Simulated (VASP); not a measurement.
Y: single point with PBEsol

Y:

```
Y
1.0
     0.00000    2.58440    2.28620
     2.58440    0.00000    2.28620
     2.58440    2.58440    0.00000
Y
1
Direct
  0.00000 0.00000 0.00000
```

This cell differs from its parent crystal: strain +0.040 along x and y, -0.080 along z.

```
Program             : VASP 6.6.1
Task                : single point
Functional          : PBEsol
Potentials or basis : VASP PAW PBE potentials, release 64 (Y_sv)
Cutoff              : 520 eV
k mesh              : 16 × 16 × 16
Occupations         : gaussian, width 0.15 eV
Spin                : no spin polarisation
```

```yaml
Pressure: 0.3 GPa
```

Stress tensor (GPa, compression positive):
```
-0.68  0.00  0.00
 0.00 -0.68  0.00
 0.00  0.00  2.28
```

Levels at points of the mesh, in eV from the Fermi level:
| k point | band 1 | band 2 | band 3 | band 4 | band 5 | band 6 | band 7 | band 8 | band 9 | band 10 |
| --- | --- | --- | --- | --- | --- | --- | --- | --- | --- | --- |
| (0.00, 0.00, 0.00) | -42.47 | -22.13 | -22.13 | -22.12 | -4.88 | 1.59 | 1.59 | 2.55 | 3.21 | 4.50 |
| (0.50, 0.00, 0.00) | -42.38 | -22.84 | -22.28 | -22.16 | -2.08 | 0.84 | 1.05 | 2.34 | 5.17 | 5.95 |
| (0.50, 0.50, 0.00) | -42.32 | -22.77 | -22.47 | -22.47 | -1.82 | -1.23 | 3.50 | 5.58 | 6.02 | 6.02 |
| (0.50, 0.00, 0.50) | -42.36 | -22.80 | -22.39 | -22.26 | -1.97 | -0.80 | 1.86 | 5.33 | 5.49 | 6.44 |

Wall time 100 s on 1 thread of AMD EPYC 7R13 Processor (Zen 3), with other jobs on the host, peak memory 0.25 GiB.

Caveat: the cell differs from its parent crystal (strain +0.040 along x and y, -0.080 along z); the PAW data sets were made with another functional, which shifts forces and pressure a little.
